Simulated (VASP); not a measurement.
# Ge2Sb2O: relaxation of cell and atoms with PBE

Ge2Sb2O:

```
CELL_PARAMETERS angstrom
-2.94480 2.94480 3.25315
2.94480 -2.94480 3.25315
2.94480 2.94480 -3.25315
ATOMIC_POSITIONS crystal
Ge 0.72285 0.72285 0.00000
Ge 0.27715 0.27715 0.00000
Sb 0.75000 0.25000 0.50000
Sb 0.25000 0.75000 0.50000
O 0.00000 0.00000 0.00000
```

The cell was generated, and may not be a known phase.

* Program: VASP 6.6.1
* Task: relaxation of cell and atoms
* Functional: PBE
* Potentials or basis: VASP PAW PBE potentials, release 64 (Ge_d, Sb, O)
* Cutoff: 600 eV
* k mesh: 10 × 10 × 10
* Occupations: gaussian, width 0.1 eV
* Spin: no spin polarisation
* Dipole correction: no
* Further INCAR settings: ALGO = Normal; EDIFF = 1e-07; IBRION = 2; EDIFFG = -0.01; NSW = 100; ISIF = 3

```yaml
Relaxed_volume: 22.57 Å³/atom
Relaxed_cell: a = 5.284 Å, b = 5.284 Å, c = 5.284 Å, α = 112.24°, β = 112.24°, γ = 104.06°
Space_group_after_relaxing_to_0.1_Å: I4/mmm (No. 139)
Energy_gained_by_relaxing: 0.0 meV/atom
Ionic_steps: 3
Pressure_after_relaxing: 0.1 GPa
Largest_force_after_relaxing: 0.005 eV/Å
Band_gap_on_the_k_mesh: zero (bands 22 and 23 overlap by 2.41 eV)
```

Forces on the atoms (eV/Å):
```
Ge   0.000  0.000 -0.005
Ge   0.000  0.000  0.005
Sb   0.000  0.000  0.000
Sb   0.000  0.000  0.000
O    0.000  0.000  0.000
```

Final structure:
```
Ge Sb O
1.0
    -2.94561    2.94561    3.25101
     2.94561   -2.94561    3.25101
     2.94561    2.94561   -3.25101
Ge Sb O
2 2 1
Direct
  0.72297 0.72297 0.00000
  0.27703 0.27703 0.00000
  0.75000 0.25000 0.50000
  0.25000 0.75000 0.50000
  0.00000 0.00000 0.00000
```

Levels at points of the mesh, in eV from the Fermi level:
```csv
k point,band 19,band 20,band 21,band 22,band 23,band 24,band 25,band 26
"(0.00, 0.00, 0.00)",-3.21,-2.64,-2.04,-1.15,-1.15,2.46,3.26,3.72
"(0.50, 0.00, 0.00)",-3.35,-0.82,-0.50,-0.33,0.21,0.87,2.48,3.74
"(0.50, 0.50, 0.00)",-2.66,-0.64,-0.28,1.25,1.60,1.69,1.89,2.58
"(0.50, 0.50, 0.50)",-1.68,-1.68,-0.97,-0.97,-0.86,3.14,4.75,5.42
```

Wall time 14 min on 1 thread of Oxide Virtual Turin-like Processor (shared host), peak memory 0.49 GiB.

Caveat: spin-orbit coupling is left out, which moves the levels of the heavy elements.
